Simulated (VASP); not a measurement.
**SnSe2: single point with PBE**

SnSe2, a sheet with vacuum:

```xyz
3
Lattice="3.8110 0.0000 0.0000 -1.9055 3.3004 0.0000 0.0000 0.0000 18.0000" Properties=species:S:1:pos:R:3 pbc="T T T"
Sn    0.0000    0.0000    9.0000
Se    1.9055    1.1001   10.5342
Se    0.0000    2.2003    7.4658
```

The cell was generated, and may not be a known phase.

```
Program                : VASP 6.6.1
Task                   : single point
Functional             : PBE
Potentials or basis    : VASP PAW PBE potentials, release 64 (Sn_d, Se)
Cutoff                 : 520 eV
k mesh                 : 6 × 6 × 1
Occupations            : gaussian, width 0.1 eV
Spin                   : no spin polarisation
Dipole correction      : yes
Further INCAR settings : ALGO = Normal; EDIFF = 1e-06; NBANDS = 20
```

```
Largest force          : 0.807 eV/Å
Band gap on the k mesh : 0.95 eV (least direct gap 1.25 eV)
```

Forces in eV/Å, atoms in the order of the input:
```
Sn   0.000  0.000  0.000
Se   0.000  0.000  0.807
Se   0.000  0.000 -0.807
```

Levels at points of the mesh, in eV from the valence-band top:
```csv
k point,band 11,band 12,band 13,band 14,band 15,band 16
"(0.00, 0.00, 0.00)",-0.54,-0.11,-0.11,1.75,3.10,4.69
"(0.50, 0.00, 0.00)",-2.24,-0.61,-0.30,0.95,4.21,5.75
```

Run time: 74 s on 1 thread of Intel Xeon 8259CL (shared host), peak memory 0.32 GiB.

Caveat: spin-orbit coupling is left out, which moves the levels of the heavy elements.
